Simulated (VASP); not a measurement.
A run of VASP 6.6.1:

The input POSCAR:

```
AlRu
1.0
    2.9916000000      0.0000000000      0.0000000000
    0.0000000000      2.9916000000      0.0000000000
    0.0000000000      0.0000000000      2.9916000000
Ru Al
1 1
Direct
    0.5000000000      0.5000000000      0.5000000000
    0.0000000000      0.0000000000      0.0000000000
```

File INCAR.step1:

```
ALGO = Normal
EDIFF = 1E-6
ENCUT = 520
GGA_COMPAT = F
ISIF = 2
ISMEAR = -1
LASPH = T
LCHARG = T
LDAU = T
LDAUJ = 0 0
LDAUL = 2 -1
LDAUPRINT = 1
LDAUTYPE = 2
LDAUU = 8 0
LMAXMIX = 4
LORBIT = 11
LREAL = F
LWAVE = F
NBANDS = 16
NEDOS = 2001
NELM = 200
PREC = Accurate
SIGMA = 0.05
```

The input KPOINTS.step1:

```
k-points
0
Gamma
  9 9 9
```

File INCAR.step2:

```
ALGO = Normal
EDIFF = 1E-6
ENCUT = 520
GGA_COMPAT = F
ICHARG = 11
ISIF = 2
ISMEAR = -5
LASPH = T
LCHARG = F
LDAU = T
LDAUJ = 0 0
LDAUL = 2 -1
LDAUPRINT = 1
LDAUTYPE = 2
LDAUU = 8 0
LMAXMIX = 4
LORBIT = 11
LREAL = F
LWAVE = F
NBANDS = 16
NEDOS = 2001
NELM = 200
PREC = Accurate
SIGMA = 0.05
```

KPOINTS.step2

```
k-points
0
Gamma
  14 14 14
```

Potentials or basis: VASP PAW LDA potentials, release 64 (Ru_sv, Al).

Launch:

```console
$ cat potpaw_LDA.64/Ru_sv/POTCAR potpaw_LDA.64/Al/POTCAR > POTCAR
$ cp INCAR.step1 INCAR
$ cp KPOINTS.step1 KPOINTS
$ mpirun -np 1 vasp_std > vasp.out
$ cp INCAR.step2 INCAR
$ cp KPOINTS.step2 KPOINTS
$ mpirun -np 1 vasp_std > vasp.out
```

Hardware: 1 thread of Intel(R) Xeon(R) Platinum 8488C (Sapphire Rapids), with other jobs on the host.

Question: Estimate the wall time of this run.

Answer: Run time: 36 s on 1 thread of Intel(R) Xeon(R) Platinum 8488C (Sapphire Rapids) (shared host), peak memory 0.16 GiB. Counts: k points 120.
